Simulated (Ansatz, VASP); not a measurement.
Ge: VASP beside Ansatz

File INCAR:

```
SYSTEM = Ge
PREC     = Accurate       ! precision mode
ENCUT    = 520            ! plane-wave cutoff, eV
EDIFF    = 1E-7           ! SCF threshold, eV
ISMEAR   = 0              ! smearing method
SIGMA    = 0.1            ! smearing width, eV
LREAL    = .False.        ! projectors in reciprocal space
LASPH    = .True.         ! aspherical terms in the spheres
NELM     = 100            ! most SCF steps
ALGO     = Normal         ! electronic algorithm
ISIF     = 2              ! what is computed and relaxed
LWAVE    = .False.        ! write WAVECAR
LCHARG   = .False.        ! write CHGCAR
GGA      = PE             ! functional
NBANDS   = 36             ! bands
```

The input KPOINTS:

```
regular mesh
0
Gamma
  4 4 6
  0 0 0
```

Contents of POSCAR:

```
Ge
1.0
    4.7082642400      0.0000000000      0.0000000000
    0.0000000000      4.7082642400      0.0000000000
    0.0000000000      0.0000000000      3.6349552700
Ge
4
Direct
    0.3384865200      0.0000000000      0.7500000000
    0.6615134800      0.0000000000      0.2500000000
    0.0000000000      0.3384865200      0.0000000000
    0.0000000000      0.6615134800      0.5000000000
```

Input for Ansatz:

```yaml
crystal:
  lattice:
    - [4.70826424, 0.0, 0.0]
    - [0.0, 4.70826424, 0.0]
    - [0.0, 0.0, 3.63495527]
  atoms:
    - { symbol: Ge, position: [0.33848652, 0.0, 0.75] }
    - { symbol: Ge, position: [0.66151348, 0.0, 0.25] }
    - { symbol: Ge, position: [0.0, 0.33848652, 0.0] }
    - { symbol: Ge, position: [0.0, 0.66151348, 0.5] }
basis:
  ecutwfc: 420
kpoints:
  mp_grid: { grid: [4, 4, 6] }
hamiltonian:
  xc: pbe
scf:
  occupations: { method: gaussian, width: 0.1 }
  lower_state_search: "off"
output:
  forces: true
  stress: true
  eigenvalues: true
```

Alike in both runs: task single point; functional PBE; k mesh 4 × 4 × 6; occupations gaussian, width 0.1 eV; no spin polarisation.

|  | VASP | Ansatz |
| --- | --- | --- |
| version | VASP 6.6.1 | Ansatz 0.2.0 |
| potentials or method | VASP PAW PBE potentials, release 64 (Ge_d), cutoff 520 eV | scalar-relativistic, plane waves, PAW |
| valence electrons in the cell | 56 | 56 |

```tsv
	VASP	Ansatz	Ansatz less VASP
gap on the k mesh at the Fermi level (eV)	none	none	-
pressure (GPa)	13.6	13.6	+0.07
traceless stress, the component that is largest in VASP (GPa)	6.16	6.17	+0.012
rms of the force components (eV/Å)	0.011	0.008	-0.0026
```

Atom by atom the forces differ by 0.003 eV/Å (rms over components). A gap of «none» marks a metal or a gap that the smearing closes. With one functional, cell and mesh, what is left measures potentials, basis and numerics.
